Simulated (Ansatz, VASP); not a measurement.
## Two plane-wave programs on RbBr

The input POSCAR:

```
RbBr
1.0
    0.0000000000      3.4608260516      3.5473467028
    3.4608260516      0.0000000000      3.5473467028
    3.4608260516      3.4608260516      0.0000000000
Rb Br
1 1
Direct
    0.0000000000      0.0000000000      0.0000000000
    0.5000000000      0.5000000000      0.5000000000
```

Contents of INCAR.step1:

```
PREC = Accurate
ENCUT = 520
ISMEAR = 0
SIGMA = 0.01
LREAL = False
LASPH = True
NELM = 60
NBANDS = 15
GGA = PE
ALGO = Normal
EDIFF = 1E-4
LWAVE = True
LCHARG = False
```

Contents of INCAR.step2:

```
PREC = Accurate
ENCUT = 520
EDIFF = 1E-7
ISMEAR = 0
SIGMA = 0.01
LREAL = False
LASPH = True
NELM = 60
ALGO = Normal
ISIF = 2
LWAVE = False
LCHARG = False
METAGGA = R2SCAN
LMIXTAU = True
NBANDS = 15
ISTART = 1
```

Contents of KPOINTS:

```
Automatic mesh
0
Gamma
  6 6 6
```

Input for Ansatz:

```yaml
crystal:
  lattice:
    - [0.0, 3.4608260516, 3.5473467028]
    - [3.4608260516, 0.0, 3.5473467028]
    - [3.4608260516, 3.4608260516, 0.0]
  atoms:
    - { symbol: Rb, position: [0.0, 0.0, 0.0] }
    - { symbol: Br, position: [0.5, 0.5, 0.5] }
kpoints:
  mp_grid: { grid: [6, 6, 6] }
  band_path:
    path:
      - [0.0, 0.0, 0.0]
      - [0.5, 0.0, 0.5]
      - [0.625, 0.25, 0.625]
      - [0.375, 0.375, 0.75]
      - [0.5, 0.5, 0.5]
      - [0.5, 0.25, 0.75]
    npoints: 1
hamiltonian:
  xc: r2scan
scf:
  occupations: { method: fixed }
  n_extra_bands: 4
output:
  forces: true
  stress: true
  eigenvalues: true
```

Change from the starting cell: uniaxial_z strain +2.5%.

Alike in both runs: task single point; functional r2SCAN; k mesh 6 × 6 × 6; no spin polarisation.

|  | VASP | Ansatz |
| --- | --- | --- |
| version | VASP 6.6.1 | Ansatz 0.2.0 |
| potentials or method | VASP PAW PBE potentials, release 64 (Rb_sv, Br) | plane waves, PAW |
| plane-wave cutoff (eV) | 520 | 500 |
| occupations | gaussian, width 0.01 eV | fixed |
| valence electrons in the cell | 16 | 16 |

|  | VASP | Ansatz | Ansatz less VASP |
| --- | --- | --- | --- |
| gap on the k mesh at the Fermi level (eV) | 4.82 | 4.82 | 0.000 |
| pressure (GPa) | -0.3 | -0.3 | -0.02 |
| traceless stress, the component that is largest in VASP (GPa) | -0.42 | -0.42 | +0.003 |

VASP's potentials were made for PBE, not for r2SCAN.
